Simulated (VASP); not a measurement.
Write the native input for VASP 6.6.1 that does the following.

```
Task                   : single point
Functional             : PBE
Potentials or basis    : VASP PAW PBE potentials, release 64 (Sn_d, Se)
Cutoff                 : 520 eV
k mesh                 : 12 × 12 × 6
Occupations            : gaussian, width 0.05 eV
Spin                   : no spin polarisation
Dipole correction      : no
Further INCAR settings : ALGO = Normal; EDIFF = 1e-06; NBANDS = 20
```

The structure of SnSe2 lies in POSCAR:

```
SnSe2
1.0
    3.8109987816      0.0000000000      0.0000000000
   -1.9054993908      3.3004217586      0.0000000000
    0.0000000000      0.0000000000      6.1370000000
Sn Se
1 2
Direct
    0.0000000000      0.0000000000      0.0000000000
    0.3674198860      0.7348397719      0.2500000000
    0.6666666667      0.3333333333      0.7500000000
```

This cell differs from its parent crystal: atom 2 (Se) moved by (+0.000, +0.225) A along x and y.

The input as run:

INCAR

```
SYSTEM = SnSe2
PREC = Accurate
ENCUT = 520
EDIFF = 1E-6
ISMEAR = 0
SIGMA = 0.05
LREAL = .False.
LASPH = .True.
NELM = 80
ALGO = Normal
ISIF = 2
LWAVE = .False.
LCHARG = .True.
GGA = PE
LELF = .True.
LVHAR = .True.
NBANDS = 20
```

KPOINTS

```
regular mesh
0
Gamma
  12 12 6
  0 0 0
```

Potentials or basis: VASP PAW PBE potentials, release 64 (Sn_d, Se).

The run is started by

```console
$ cat potpaw_PBE.64/Sn_d/POTCAR potpaw_PBE.64/Se/POTCAR > POTCAR
$ mpirun -np 1 vasp_std > vasp.out
```

Results of the run:

- Pressure: 6.0 GPa
- Largest force: 1.231 eV/Å
- Band gap on the k mesh: 0.45 eV (least direct gap 1.01 eV)

Caveat: the cell differs from its parent crystal (atom 2 (Se) moved by (+0.000, +0.225) A along x and y); the cell stands under pressure; semilocal functionals underestimate gaps, and a narrow one can read as zero; spin-orbit coupling is left out, which moves the levels of the heavy elements; this functional lacks dispersion, which binds layers or chains, so the pressure and a relaxed spacing across them are unreliable; forces of over 1 eV/Å act on the atoms, so gaps and moduli don't describe the material at rest.

Run time: 5.9 min on 1 thread of Oxide Virtual Turin-like Processor, with other jobs on the host, peak memory 0.43 GiB.
